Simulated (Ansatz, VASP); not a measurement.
**Two plane-wave programs on ZnSe7**

INCAR

```
PREC = Accurate ; ENCUT = 600
EDIFF = 1E-7 ; ISMEAR = 0
SIGMA = 0.1 ; LREAL = False
LASPH = True ; NELM = 80
ALGO = Normal ; ISIF = 3
LWAVE = False ; LCHARG = False
GGA = PE ; IBRION = 2
NSW = 100 ; EDIFFG = -0.01
```

Contents of KPOINTS:

```
Automatic mesh
0
Gamma
  6 6 6
```

The input POSCAR:

```
ZnSe7
1.0
    5.6154630930      0.0000000000      0.0000000000
    0.0000000000      5.6154630930      0.0000000000
    0.0000000000      0.0000000000      5.6154630930
Zn Se
1 7
Direct
    0.5000000000      0.5000000000      0.5000000000
    0.0000000000      0.5000000000      0.5000000000
    0.5000000000      0.0000000000      0.5000000000
    0.5000000000      0.5000000000      0.0000000000
    0.0000000000      0.0000000000      0.0000000000
    0.5000000000      0.0000000000      0.0000000000
    0.0000000000      0.5000000000      0.0000000000
    0.0000000000      0.0000000000      0.5000000000
```

Input for Ansatz:

```yaml
crystal:
  lattice:
    - [5.615463093, 0.0, 0.0]
    - [0.0, 5.615463093, 0.0]
    - [0.0, 0.0, 5.615463093]
  atoms:
    - { symbol: Zn, position: [0.5, 0.5, 0.5] }
    - { symbol: Se, position: [0.0, 0.5, 0.5] }
    - { symbol: Se, position: [0.5, 0.0, 0.5] }
    - { symbol: Se, position: [0.5, 0.5, 0.0] }
    - { symbol: Se, position: [0.0, 0.0, 0.0] }
    - { symbol: Se, position: [0.5, 0.0, 0.0] }
    - { symbol: Se, position: [0.0, 0.5, 0.0] }
    - { symbol: Se, position: [0.0, 0.0, 0.5] }
basis:
  ecutwfc: 420
kpoints:
  mp_grid: { grid: [6, 6, 6] }
hamiltonian:
  xc: pbe
scf:
  occupations: { method: gaussian, width: 0.1 }
output:
  forces: true
  stress: true
  eigenvalues: true
relax:
  adjacent_minimum: "off"
  f_tol: 0.01
  max_steps: 80
  cell: { stress_tol: 0.05 }
```

Alike in both runs: task relaxation of cell and atoms; functional PBE; k mesh 6 × 6 × 6; occupations gaussian, width 0.1 eV; no spin polarisation.

|  | VASP | Ansatz |
| --- | --- | --- |
| version | VASP 6.6.1 | Ansatz 0.2.0 |
| potentials or method | VASP PAW PBE potentials, release 64 (Zn, Se), cutoff 600 eV | scalar-relativistic, plane waves, PAW |
| valence electrons in the cell | 54 | 124 |

VASP gave:

* gap on the k mesh at the Fermi level, each at its own relaxed structure (eV): none
* relaxed volume (Å³/atom): 21.87
* relaxed length of the cell vector where the two differ most in proportion (Å): 5.593

Question: Estimate Ansatz's values.

Answer: gap on the k mesh at the Fermi level, each at its own relaxed structure (eV): none; relaxed volume (Å³/atom): 21.86; relaxed length of the cell vector where the two differ most in proportion (Å): 5.592.

A gap of «none» marks a metal or a gap that the smearing closes. VASP's potentials hold 54 valence electrons a cell and Ansatz's 124, so a difference there can come from the potentials and not from the codes.

Noted on VASP's run: too few bands were computed for a metal, which touches its energy and stress.
